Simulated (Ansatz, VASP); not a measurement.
## One calculation of C, two programs

```
C
1.0
     2.46650    0.00000    0.00000
    -1.23325    2.13605    0.00000
     0.00000    0.00000    4.42394
C
2
Direct
  0.33333 0.66667 0.50000
  0.66667 0.33333 0.50000
```

Alike in both runs: functional PBE; k mesh 24 × 24 × 14; occupations gaussian, width 0.1 eV; no spin polarisation.

Ansatz relaxed the structure, and its values are those at the end. VASP's run is a single point on that final structure, the one shown.

|  | VASP | Ansatz |
| --- | --- | --- |
| version | VASP 6.6.1 | Ansatz 0.2.0 |
| potentials or method | VASP PAW PBE potentials, release 64 (C), cutoff 520 eV | scalar-relativistic, plane waves, PAW |
| valence electrons in the cell | 8 | 8 |

```tsv
	VASP	Ansatz	Ansatz less VASP
gap on the k mesh at the Fermi level (eV)	none	none	-
pressure (GPa)	0.3	0.0	-0.34
```

A gap of «none» marks a metal or a gap that the smearing closes.
